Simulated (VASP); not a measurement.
Wanted: the native input for a VASP 6.6.1 run.

| Property | Result |
| --- | --- |
| Task | relaxation of cell and atoms |
| Functional | PBE |
| Potentials or basis | VASP PAW PBE potentials, release 64 (B, Bi_d) |
| Cutoff | 600 eV |
| k mesh | 17 × 17 × 17 |
| Occupations | fermi-dirac, width 0.1 eV |
| Spin | no spin polarisation |
| Target pressure | 290 GPa |
| Dipole correction | no |
| Further INCAR settings | ALGO = Normal; EDIFF = 1e-06; IBRION = 2; EDIFFG = -0.005; NSW = 60; ISIF = 3 |

The structure of BiB (rocksalt type) lies in POSCAR:

```
BiB
1.0
    0.0000000000      2.0746226302      2.0746226302
    2.0746226302      0.0000000000      2.0746226302
    2.0746226302      2.0746226302      0.0000000000
B Bi
1 1
Direct
    0.0000000000      0.0000000000      0.0000000000
    0.5000000000      0.5000000000      0.5000000000
```

These files were run (other wordings do the same):

INCAR

```
  ALGO = Normal
  EDIFF = 1E-6
  EDIFFG = -0.005
  ENCUT = 600
  GGA = PE
  IBRION = 2
  ISIF = 3
  ISMEAR = -1
  LASPH = T
  LCHARG = F
  LREAL = F
  LWAVE = F
  NELM = 100
  NSW = 60
  PREC = Accurate
  PSTRESS = 2900.0
  SIGMA = 0.1
```

KPOINTS

```
k-points
0
Gamma
  17 17 17
```

Potentials or basis: VASP PAW PBE potentials, release 64 (B, Bi_d).

Run with:

```console
$ cat potpaw_PBE.64/B/POTCAR potpaw_PBE.64/Bi_d/POTCAR > POTCAR
$ mpirun -np 1 vasp_std > vasp.out
```

Results of the run:

```
Relaxed volume                                         : 8.93 Å³/atom
Relaxed cell                                           : a = 2.934 Å, b = 2.934 Å, c = 2.934 Å, α = 60.00°, β = 60.00°, γ = 60.00°
Space group after relaxing (to 0.05 Å)                 : Fm-3m (No. 225)
Energy change on relaxing (the enthalpy is what falls) : -4.4 meV/atom
Ionic steps                                            : 3
Pressure after relaxing                                : 290.0 GPa
Band gap on the k mesh                                 : zero (band 9 reaches 22.17 eV, above the bottom of band 10 at 19.91 eV)
```

Caveat: the cell is relaxed towards a set pressure, so the enthalpy falls and the energy may rise; spin-orbit coupling is left out, which moves the levels of the heavy elements.

It took 25 s on 1 thread of Intel(R) Xeon(R) 6975P-C (Granite Rapids), on a shared host, peak memory 0.18 GiB.
